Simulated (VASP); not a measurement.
Crystal: GaN.

```
Ga N
1.0
     3.18893    0.00000    0.00000
    -1.59447    2.76169    0.00000
     0.00000    0.00000    5.19236
Ga N
2 2
Direct
  0.66667 0.33333 0.49908
  0.33333 0.66667 0.99908
  0.66667 0.33333 0.87592
  0.33333 0.66667 0.37592
```

* Program: VASP 6.6.1
* Task: relaxation of cell and atoms
* Functional: PBE
* Potentials or basis: VASP PAW PBE potentials, release 64 (Ga_d, N)
* Cutoff: 600 eV
* k mesh: 6 × 6 × 4
* Occupations: gaussian, width 0.1 eV
* Spin: no spin polarisation

At the start: pressure 5.0 GPa; volume 11.43 Å³/atom.

Where does the relaxation end?

Over 3 steps the energy falls by 4.9 meV/atom and the volume is 11.76 Å³/atom (+2.8 %); space group P6_3mc (No. 186, to 0.05 Å).

Step by step:
| step | energy change (eV) | largest force (eV/Å) | pressure (GPa) | volume (Å³) |
| --- | --- | --- | --- | --- |
| 1 | 0.0000 | 0.0057 | 5.04 | 45.73 |
| 2 | -0.0059 | 0.0057 | -3.85 | 48.15 |
| 3 | -0.0197 | 0.0007 | -0.01 | 47.02 |

Final structure:
```cif
data_structure
_symmetry_space_group_name_H-M 'P 1'
_symmetry_Int_Tables_number 1
_cell_length_a 3.2185
_cell_length_b 3.2185
_cell_length_c 5.2413
_cell_angle_alpha 90.000
_cell_angle_beta 90.000
_cell_angle_gamma 120.000
_cell_volume 47.02
loop_
_atom_site_label
_atom_site_type_symbol
_atom_site_fract_x
_atom_site_fract_y
_atom_site_fract_z
_atom_site_occupancy
Ga1 Ga 0.66667 0.33333 0.49911 1
Ga2 Ga 0.33333 0.66667 0.99911 1
N1 N 0.66667 0.33333 0.87589 1
N2 N 0.33333 0.66667 0.37589 1
```
